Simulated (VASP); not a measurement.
Runs of VASP 6.6.1 on SnH5. The structure is that of space group F-43m (No. 216), or close to it. The cells are those of the table. The cell was built from a structure type or drawn by symmetry, and may not be a known phase.

```csv
task,cell,k mesh,cutoff (eV),gap on the mesh (eV),pressure (GPa),largest force (eV/Å)
single point,"a = 3.876 Å, angles 60.0°, 6 atoms",12 × 12 × 12,520,none,(a),-
relaxation of cell and atoms,"relaxed from a = 3.868 Å, angles 60.0°, 6 atoms",12 × 12 × 12,600,none,-0.1,0.01
single point,"a = 3.868 Å, angles 60.0°, 6 atoms",6 × 6 × 6,520,none,0.0,0.03
single point,"a = 4.315 Å, angles 60.0°, 6 atoms",6 × 6 × 6,520,none,-12.9,0.28
relaxation of cell and atoms,"relaxed from a = 4.315 Å, angles 60.0°, 6 atoms",6 × 6 × 6,600,none,0.5,0.03
```

Alike in all rows: level PBE; potentials or basis VASP PAW PBE potentials, release 64 (Sn_d, H); no spin polarisation; smearing gaussian 0.1 eV.

Q: Estimate the missing entries.

A: (a) -0.2.

Caveats: spin-orbit coupling is left out, which moves the levels of the heavy elements; the cell stands under tension (at least some runs).

A k mesh can miss the band edges, and the runs leave out spin-orbit coupling on Sn.

A gap of «none» marks levels without a gap at the run's occupations.
